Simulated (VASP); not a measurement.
## CdAu2: single point with PBE

CdAu2:

```
Cd Au
1.0
     4.78529    0.00000    0.00000
    -2.39265    4.14418    0.00000
     0.00000    0.00000    2.91075
Cd Au
1 2
Direct
  0.00000 0.00000 0.00000
  0.33333 0.66667 0.50000
  0.66667 0.33333 0.50000
```

* Program: VASP 6.6.1
* Task: single point
* Functional: PBE
* Potentials or basis: VASP PAW PBE potentials, release 64 (Cd, Au)
* Cutoff: 520 eV
* k mesh: 12 × 12 × 16
* Occupations: gaussian, width 0.1 eV
* Spin: no spin polarisation

```json
{
 "Pressure": "0.1 GPa",
 "Band gap on the k mesh": "zero (bands 17 and 18 overlap by 4.51 eV)"
}
```

Levels at points of the mesh, in eV from the Fermi level:
| k point | band 13 | band 14 | band 15 | band 16 | band 17 | band 18 | band 19 | band 20 | band 21 | band 22 |
| --- | --- | --- | --- | --- | --- | --- | --- | --- | --- | --- |
| (0.00, 0.00, 0.00) | -3.58 | -3.58 | -2.60 | -2.60 | 1.62 | 3.07 | 3.37 | 3.37 | 3.95 | 3.95 |
| (0.50, 0.00, 0.00) | -3.44 | -2.86 | -2.79 | -2.53 | -2.31 | -1.05 | 1.89 | 9.45 | 9.71 | 10.65 |
| (0.00, 0.00, 0.50) | -3.64 | -3.64 | -2.64 | -1.61 | -0.42 | 4.93 | 6.01 | 6.59 | 6.59 | 6.91 |
| (0.50, 0.00, 0.50) | -3.25 | -2.74 | -2.06 | -0.23 | 0.41 | 1.20 | 1.77 | 4.39 | 4.51 | 5.25 |

Run time: 2.3 min on 1 thread of Intel(R) Xeon(R) Platinum 8375C CPU @ 2.90GHz (Ice Lake), with other jobs on the host, peak memory 0.34 GiB.

Caveat: spin-orbit coupling is left out, which moves the levels of the heavy elements.
